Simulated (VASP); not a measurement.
# Al (Im-3m) in VASP: notebook

Al is run at these levels: PBEsol+D3(BJ); tasks: single point.

Program: VASP 6.6.1. These are calculated values, not measurements. Logs are shortened: lines on timing, memory, paths and dates and some standing lists are left out, and cuts for length are marked.

### Step 1. The cell of the first run

Symmetry: Im-3m, No. 229, cubic system. Conventional cell: a = 3.117 Å, b = 3.117 Å, c = 3.117 Å, α = 90.00°, β = 90.00°, γ = 90.00°. Within 3.6 Å of Al (site symmetry m-3m) lie 14 Al at 2.70 to 3.12 Å.

### Step 2. Single point, PBEsol+D3(BJ), collinear spin, ferromagnetic start

Contents of INCAR:

```
PREC     = Accurate       # precision mode
ENCUT    = 520            # plane-wave cutoff, eV
EDIFF    = 1E-6           # SCF threshold, eV
ISMEAR   = -1             # smearing method
SIGMA    = 0.01           # smearing width, eV
LREAL    = F              # projectors in reciprocal space
LASPH    = T              # aspherical terms in the spheres
NELM     = 150            # most SCF steps
ALGO     = Fast           # electronic algorithm
ISIF     = 2              # what is computed and relaxed
LWAVE    = F              # write WAVECAR
LCHARG   = F              # write CHGCAR
ISPIN    = 2              # spin polarisation
MAGMOM   = 0.21           # initial moments
LORBIT   = 11             # projections on sites
GGA      = PS             # functional
IVDW     = 12             # dispersion correction
NBANDS   = 12             # bands
```

Contents of KPOINTS:

```
regular mesh
0
Gamma
  12 12 12
```

Contents of POSCAR:

```
Al
1.0
   -1.5587357247      1.5587357247      1.5587357247
    1.5587357247     -1.5587357247      1.5587357247
    1.5587357247      1.5587357247     -1.5587357247
Al
1
Direct
    0.0000000000      0.0000000000      0.0000000000
```

Potentials or basis: VASP PAW PBE potentials, release 64 (Al).

Launch:

```console
$ cat potpaw_PBE.64/Al/POTCAR > POTCAR
$ mpirun -np 1 vasp_std > vasp.out
```

OUTCAR:

```text
PREC = Accurate
   ENCUT = 520
   EDIFF = 1E-6
   ISMEAR = -1
   LREAL = F
   LASPH = T
   NELM = 150
   ISIF = 2
   ISPIN = 2
   LORBIT = 11
   GGA = PS
   IVDW = 12
 IVDW          = 12

 ion  position               nearest neighbor table
   1  0.000  0.000  0.000-

  LATTYP: Found a body centered cubic cell.
 ALAT       =     3.1174714494

  Lattice vectors:

 A1 = (  -1.5587357247,   1.5587357247,   1.5587357247)
 A2 = (   1.5587357247,  -1.5587357247,   1.5587357247)
 A3 = (   1.5587357247,   1.5587357247,  -1.5587357247)

Analysis of symmetry for initial positions (statically):
=====================================================================
 Subroutine PRICEL returns:
 Original cell was already a primitive cell.

 Routine SETGRP: Setting up the symmetry group for a
 body centered cubic supercell.

 Subroutine GETGRP returns: Found 48 space group operations
 (whereof 48 operations were pure point group operations)
 out of a pool of 48 trial point group operations.

The static configuration has the point symmetry O_h .

Analysis of symmetry for dynamics (positions and initial velocities):
=====================================================================
 Subroutine PRICEL returns:
 Original cell was already a primitive cell.

 Routine SETGRP: Setting up the symmetry group for a
 body centered cubic supercell.

 Subroutine GETGRP returns: Found 48 space group operations
 (whereof 48 operations were pure point group operations)
 out of a pool of 48 trial point group operations.

The dynamic configuration has the point symmetry O_h .

Analysis of structural, dynamic, and magnetic symmetry:
=====================================================================
 Subroutine PRICEL returns:
 Original cell was already a primitive cell.

 Routine SETGRP: Setting up the symmetry group for a
 body centered cubic supercell.

 Subroutine GETGRP returns: Found 48 space group operations
 (whereof 48 operations were pure point group operations)
 out of a pool of 48 trial point group operations.

The overall configuration has the point symmetry O_h .

 Subroutine INISYM returns: Found 48 space group operations
 (whereof 48 operations are pure point group operations),
 and found     1 'primitive' translations

----------------------------------------------------------------------------------------

                                     Primitive cell

  volume of cell :      15.1488

  direct lattice vectors                    reciprocal lattice vectors
    -1.558735725  1.558735725  1.558735725     0.000000000  0.320772785  0.320772785
     1.558735725 -1.558735725  1.558735725     0.320772785  0.000000000  0.320772785
     1.558735725  1.558735725 -1.558735725     0.320772785  0.320772785  0.000000000

  length of vectors
     2.699809471  2.699809471  2.699809471     0.453641223  0.453641223  0.453641223

  position of ions in fractional coordinates (direct lattice)
     0.000000000  0.000000000  0.000000000

  ion indices of the primitive-cell ions
   primitive index   ion index
                 1           1

----------------------------------------------------------------------------------------

 KPOINTS: regular mesh

Automatic generation of k-mesh.
 Grid dimensions read from file:
 generate k-points for:   12   12   12

 Generating k-lattice:

  Cartesian coordinates                     Fractional coordinates (reciprocal lattice)
     0.000000000  0.026731065  0.026731065     0.083333333  0.000000000  0.000000000
     0.026731065  0.000000000  0.026731065     0.000000000  0.083333333  0.000000000
     0.026731065  0.026731065  0.000000000     0.000000000  0.000000000  0.083333333

  Length of vectors
     0.037803435  0.037803435  0.037803435

  Shift w.r.t. Gamma in fractional coordinates (k-lattice)
     0.000000000  0.000000000  0.000000000

 Subroutine IBZKPT returns following result:
 ===========================================

 Found     72 irreducible k-points:

 Following reciprocal coordinates:
            Coordinates               Weight
  0.000000  0.000000  0.000000      1.000000
  0.083333  0.000000  0.000000     12.000000
  0.166667  0.000000  0.000000     12.000000
  0.250000  0.000000  0.000000     12.000000
  0.333333  0.000000  0.000000     12.000000
  0.416667  0.000000  0.000000     12.000000
[... 16 lines left out ...]
  0.333333  0.083333  0.083333     24.000000
  0.416667  0.083333  0.083333     12.000000
 [... further k-points ...]
   k-points           NKPTS =     72   k-points in BZ     NKDIM =     72   number of bands    NBANDS=     12
   number of dos      NEDOS =    301   number of ions     NIONS =      1
   total plane-waves  NPLWV =   8000
   dimension x,y,z NGX =    20 NGY =   20 NGZ =   20
   dimension x,y,z NGXF=    40 NGYF=   40 NGZF=   40
   ions per type =               1
   NGX,Y,Z   is equivalent  to a cutoff of  12.32, 12.32, 12.32 a.u.
   NGXF,Y,Z  is equivalent  to a cutoff of  24.63, 24.63, 24.63 a.u.
 SYSTEM =  unknown system
   PREC   = accura    normal or accurate (medium, high low for compatibility)
   ISTART =      0    job   : 0-new  1-cont  2-samecut
   ICHARG =      2    charge: 1-file 2-atom 10-const
   ISPIN  =      2    spin polarized calculation?
   LNONCOLLINEAR =      F non collinear calculations
   LSORBIT =      F    spin-orbit coupling
   LASPH  =      T    aspherical Exc in radial PAW
   ENCUT  =  520.0 eV  38.22 Ry    6.18 a.u.   5.02  5.02  5.02*2*pi/ulx,y,z
   NELM   =    150;   NELMIN=  2; NELMDL= -5     # of ELM steps
   EDIFF  = 0.1E-05   stopping-criterion for ELM
   LREAL  =      F    real-space projection
   EDIFFG = 0.1E-04   stopping-criterion for IOM
   NSW    =      0    number of steps for IOM
   IBRION =     -1    ionic relax: 0-MD 1-quasi-New 2-CG
   NFREE  =      0    steps in history (QN), initial steepest desc. (CG)
   ISIF   =      2    stress and relaxation
   ISYM   =      2    0-nonsym 1-usesym 2-fastsym
   POTIM  = 0.5000    time-step for ionic-motion
   TEBEG  =    0.0;   TEEND  =   0.0 temperature during run
   PSTRESS=    0.0 pullay stress
   NELECT =       3.0000    total number of electrons
   NUPDOWN=      -1.0000    fix difference up-down
   EMIN   =  10.00;   EMAX   =-10.00  energy-range for DOS
   EFERMI =   0.00;   METHOD = LEGACY
   ISMEAR =    -1;   SIGMA  =   0.01  broadening in eV -4-tet -1-fermi 0-gaus
   EFERMI_NEDOS =   21; number of points for ismear=-14 and -15
   IALGO  =     68    algorithm
   IMIX   =      4    mixing-type and parameters
     AMIX     =   0.40;   BMIX     =  1.00
     AMIX_MAG =   1.60;   BMIX_MAG =  1.00
  volume/ion in A,a.u.               =      15.15       102.23
  Fermi-wavevector in a.u.,A,eV,Ry     =   0.954237  1.803246 12.389024  0.910568
  Thomas-Fermi vector in A             =   2.082965
   LORBIT       =     11    0 simple, 1 ext, 2 COOP (PROOUT), +10 PAW based schemes
   GGA     = PS    functional components
   LHFCALC =     F    Hartree Fock is set to
   AEXX    =    0.0000 exact exchange contribution
   IVDW    =    12    specifies the selected vdW correction
   LEPSILON=     F    determine dielectric tensor
   LRPA    =     F    only Hartree local field effects (RPA)
 spin polarized calculation
 RMM-DIIS sequential band-by-band and
  energy-cutoff  :      520.00
  volume of cell :       15.15
 maximum number of plane-waves:       420
   NGX =  9   NGY =  9   NGZ =  9

 number of electron       3.0000000 magnetization       0.0000450

 number of electron       3.0000000 magnetization      -0.0001576

 Free energy of the ion-electron system (eV)
  ---------------------------------------------------
  ext. energy  EPLUGINS =         0.00000000
  ---------------------------------------------------
  free energy    TOTEN  =        -3.95430739 eV

  energy without entropy =       -3.95392726  energy(sigma->0) =       -3.95411732

 E-fermi :   8.9031     XC(G=0): -10.5769

 val. band max:        8.7593152251   @ k =   0.2500   0.2500   0.1667
 cond. band min:       8.9077306260   @ k =  -0.3333   0.5000   0.1667
 fundamental gap:      0.1484154008
 Fermi energy:         8.9030947174

 spin component 1

 k-point     1 :       0.0000    0.0000    0.0000
  band No.  band energies     occupation
      1      -2.8597      1.00000
      2      22.6425      0.00000
      3      22.6425      0.00000
      4      22.6425      0.00000
      5      24.8535      0.00000
      6      24.8535      0.00000
      7      24.8535      0.00000
      8      25.8369      0.00000
      9      25.8369      0.00000
     10      28.1326      0.00000
     11      28.1326      0.00000
     12      28.1326      0.00000
[... 331 lines left out ...]
 k-point    24 :       0.4167    0.0833    0.0833
  band No.  band energies     occupation
      1       4.6177      1.00000
      2       5.3205      1.00000
      3      13.9480      0.00000
      4      14.9889      0.00000
      5      23.5460      0.00000
      6      24.2342      0.00000
      7      30.7687      0.00000
      8      32.3513      0.00000
      9      34.2192      0.00000
     10      35.1736      0.00000
     11      38.0532      0.00000
     12      43.9387      0.00000

 [... further k-points ...]

 spin component 2

 k-point     1 :       0.0000    0.0000    0.0000
  band No.  band energies     occupation
      1      -2.8598      1.00000
      2      22.6426      0.00000
      3      22.6426      0.00000
      4      22.6426      0.00000
      5      24.8530      0.00000
      6      24.8530      0.00000
      7      24.8530      0.00000
      8      25.8362      0.00000
      9      25.8362      0.00000
     10      28.1326      0.00000
     11      28.1326      0.00000
     12      28.1326      0.00000
[... 331 lines left out ...]
 k-point    24 :       0.4167    0.0833    0.0833
  band No.  band energies     occupation
      1       4.6176      1.00000
      2       5.3203      1.00000
      3      13.9479      0.00000
      4      14.9887      0.00000
      5      23.5457      0.00000
      6      24.2338      0.00000
      7      30.7683      0.00000
      8      32.3508      0.00000
      9      34.2190      0.00000
     10      35.1735      0.00000
     11      38.0528      0.00000
     12      43.9393      0.00000

 [... further k-points ...]

------------------------ aborting loop because EDIFF is reached ----------------------------------------

 Edisp (eV)   -0.34651

 E8    (eV) :    -0.2334

  FORCE on cell =-STRESS in cart. coord.  units (eV):
  Direction    XX          YY          ZZ          XY          YZ          ZX
  --------------------------------------------------------------------------------------
  -------------------------------------------------------------------------------------
  Total       0.40222     0.40222     0.40222     0.00000    -0.00000    -0.00000
  in kB      42.53970    42.53970    42.53970     0.00000    -0.00000    -0.00000
  external pressure =       42.54 kB  Pullay stress =        0.00 kB

 VOLUME and BASIS-vectors are now :
 -----------------------------------------------------------------------------
  energy-cutoff  :      520.00
  volume of cell :       15.15
      direct lattice vectors                 reciprocal lattice vectors
    -1.558735725  1.558735725  1.558735725     0.000000000  0.320772785  0.320772785
     1.558735725 -1.558735725  1.558735725     0.320772785  0.000000000  0.320772785
     1.558735725  1.558735725 -1.558735725     0.320772785  0.320772785  0.000000000

 POSITION                                       TOTAL-FORCE (eV/Angst)
 -----------------------------------------------------------------------------------
      0.00000      0.00000      0.00000        -0.000000      0.000000     -0.000000
 -----------------------------------------------------------------------------------
    total drift:                                0.000000      0.000000     -0.000000

  FREE ENERGIE OF THE ION-ELECTRON SYSTEM (eV)
  ---------------------------------------------------
  free  energy   TOTEN  =        -4.3008191947 eV

  energy  without entropy=       -4.3004390612  energy(sigma->0) =       -4.30062913

 total charge

# of ion       s       p       d       tot
------------------------------------------
    1        0.442   0.359   0.000   0.802

 magnetization (x)

# of ion       s       p       d       tot
------------------------------------------
    1       -0.000  -0.000   0.000  -0.000
```

It took 14 s on 1 thread of Intel Xeon 6975P-C, shared host; peak memory 0.15 GiB.

What came out:

```
Free energy                                           : -4.3008 eV
Pressure                                              : 4.3 GPa
Net moment                                            : 0.00 μB per cell
Valence electrons inside the program's atomic spheres : Al 0.80
Dispersion energy per atom                            : -0.347 eV
```

Levels at points of the mesh, in eV from the Fermi level:
Spin up:
```tsv
k point	band 1	band 2	band 3	band 4	band 5	band 6
(0.00, 0.00, 0.00)	-11.76	13.74	13.74	13.74	15.95	15.95
(0.50, 0.00, 0.00)	-4.67	-3.99	8.43	8.80	10.55	12.13
(0.50, 0.50, 0.50)	1.99	1.99	1.99	2.81	2.81	6.62
```
Spin down:
| k point | band 1 | band 2 | band 3 | band 4 |
| --- | --- | --- | --- | --- |
| (0.00, 0.00, 0.00) | -11.76 | 13.74 | 13.74 | 13.74 |
| (0.50, 0.00, 0.00) | -4.67 | -3.99 | 8.43 | 8.80 |
| (0.50, 0.50, 0.50) | 1.99 | 1.99 | 1.99 | 2.81 |

Caveat: three body term missing; the PAW data sets were made with another functional, which shifts forces and pressure a little; pairwise dispersion overbinds metals, which lowers pressure and volume.

### Step 3. Single point, PBEsol+D3(BJ), collinear spin, ferromagnetic start

This run uses another cell than the first one, of 15.47 Å³/atom, 1.021 times its volume.

Contents of INCAR:

```
ALGO = Fast
EDIFF = 1E-6
ENCUT = 520
GGA = PS
ISIF = 2
ISMEAR = -1
ISPIN = 2
IVDW = 12
LASPH = True
LCHARG = False
LORBIT = 11
LREAL = False
LWAVE = False
MAGMOM = 0.21
NBANDS = 12
NELM = 150
PREC = Accurate
SIGMA = 0.01
```

Contents of KPOINTS:

```
k-points
0
Gamma
  12 12 12
```

Contents of POSCAR:

```
Al
1.0
   -1.5697130985      1.5697130985      1.5697130985
    1.5697130985     -1.5697130985      1.5697130985
    1.5697130985      1.5697130985     -1.5697130985
Al
1
Direct
    0.0000000000      0.0000000000      0.0000000000
```

Potentials or basis: VASP PAW PBE potentials, release 64 (Al).

Launch:

```console
$ cat potpaw_PBE.64/Al/POTCAR > POTCAR
$ mpirun -np 1 vasp_std > vasp.out
```

Run time: 14 s. Hardware: 1 thread of Intel Xeon 6975P-C, shared host; peak memory 0.14 GiB.

Results (log left out):

```
Free energy                                           : -4.3075 eV
Pressure                                              : 2.4 GPa
Net moment                                            : 0.00 μB per cell
Valence electrons inside the program's atomic spheres : Al 0.80
Dispersion energy per atom                            : -0.339 eV
```

Levels at points of the mesh, in eV from the Fermi level:
Spin up:
| k point | band 1 | band 2 | band 3 | band 4 |
| --- | --- | --- | --- | --- |
| (0.00, 0.00, 0.00) | -11.61 | 13.61 | 13.61 | 13.61 |
| (0.50, 0.00, 0.00) | -4.59 | -3.96 | 8.38 | 8.63 |
| (0.50, 0.50, 0.50) | 1.95 | 1.95 | 1.95 | 2.84 |
Spin down:
| k point | band 1 | band 2 | band 3 | band 4 | band 5 |
| --- | --- | --- | --- | --- | --- |
| (0.00, 0.00, 0.00) | -11.61 | 13.61 | 13.61 | 13.61 | 15.62 |
| (0.50, 0.00, 0.00) | -4.59 | -3.96 | 8.38 | 8.63 | 10.40 |
| (0.50, 0.50, 0.50) | 1.95 | 1.95 | 1.95 | 2.84 | 2.84 |

Caveat: three body term missing; the PAW data sets were made with another functional, which shifts forces and pressure a little; pairwise dispersion overbinds metals, which lowers pressure and volume.

[end of part 1 of 2]
